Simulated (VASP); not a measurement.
Runs of VASP 6.6.1 on Ti. The structure is that of space group P6/mmm (No. 191), or close to it. The cells are those of the table. This isn't the form of Ti at room conditions, which is hcp.

```tsv
cell	cutoff (eV)	further INCAR settings	second try	gap on the mesh (eV)	pressure (GPa)
a = 4.569, b = 4.569, c = 2.938 Å, angles 90.0, 90.0, 120.0°, 3 atoms	520	ALGO = Fast; EDIFF = 1e-06; NBANDS = 25	-	none	-7.8
a = 4.380, b = 4.380, c = 2.530 Å, angles 90.0, 90.0, 120.0°, 3 atoms	550	ALGO = All; EDIFF = 1e-06; NBANDS = 25	not_converged	none	25.8
a = 4.623, b = 4.623, c = 2.933 Å, angles 90.0, 90.0, 120.0°, 3 atoms	550	ALGO = All; EDIFF = 1e-06; NBANDS = 25	not_converged	none	-9.7
a = 4.488, b = 4.488, c = 3.067 Å, angles 90.0, 90.0, 120.0°, 3 atoms	550	ALGO = All; EDIFF = 1e-06; NBANDS = 25	not_converged	none	-8.2
a = 4.515, b = 4.515, c = 2.597 Å, angles 90.0, 90.0, 120.0°, 3 atoms	550	ALGO = All; EDIFF = 1e-06; NBANDS = 25	not_converged	none	(a)
a = 4.650, b = 4.650, c = 2.462 Å, angles 90.0, 90.0, 120.0°, 3 atoms	550	ALGO = All; EDIFF = 1e-06; NBANDS = 25	not_converged	none	9.4
a = 4.650, b = 4.650, c = 3.000 Å, angles 90.0, 90.0, 120.0°, 3 atoms	550	ALGO = All; EDIFF = 1e-06; NBANDS = 25	not_converged	none	-12.3
a = 4.569, b = 4.569, c = 2.933 Å, angles 90.0, 90.0, 120.0°, 3 atoms	550	ALGO = All; EDIFF = 1e-06; NBANDS = 25	not_converged	none	-7.6
a = 4.434, b = 4.434, c = 3.067 Å, angles 90.0, 90.0, 120.0°, 3 atoms	550	ALGO = All; EDIFF = 1e-06; NBANDS = 25	not_converged	none	(b)
a = 4.596, b = 4.596, c = 2.910 Å, angles 90.0, 90.0, 120.0°, 3 atoms	520	ALGO = Fast; EDIFF = 1e-06; NBANDS = 25	-	none	(c)
a = 4.515, b = 4.515, c = 3.067 Å, angles 90.0, 90.0, 120.0°, 3 atoms	550	ALGO = All; EDIFF = 1e-06; NBANDS = 25	not_converged	none	(d)
a = 4.596, b = 4.596, c = 2.597 Å, angles 90.0, 90.0, 120.0°, 3 atoms	550	ALGO = All; EDIFF = 1e-06; NBANDS = 25	not_converged	none	5.5
```

Alike in all rows: task single point; level PBEsol; potentials or basis VASP PAW PBE potentials, release 64 (Ti_sv); no spin polarisation; k mesh 12 × 12 × 14; smearing gaussian 0.15 eV.

**Question.** Fill in the values left out.

**Answer.** (a) 10.6; (b) -5.9; (c) -8.1; (d) -9.2.

Caveats: the PAW data sets were made with another functional, which shifts forces and pressure a little; the stress differs along the axes, from -12 to -6 GPa (at least some runs); the cell stands under tension (at least some runs); the stress differs along the axes, from 20 to 38 GPa (at least some runs); the stress differs along the axes, from -18 to -3 GPa (at least some runs); the stress differs along the axes, from 5 to 22 GPa (at least some runs); the stress differs along the axes, from 8 to 13 GPa (at least some runs).

A gap of «none» marks levels without a gap at the run's occupations.
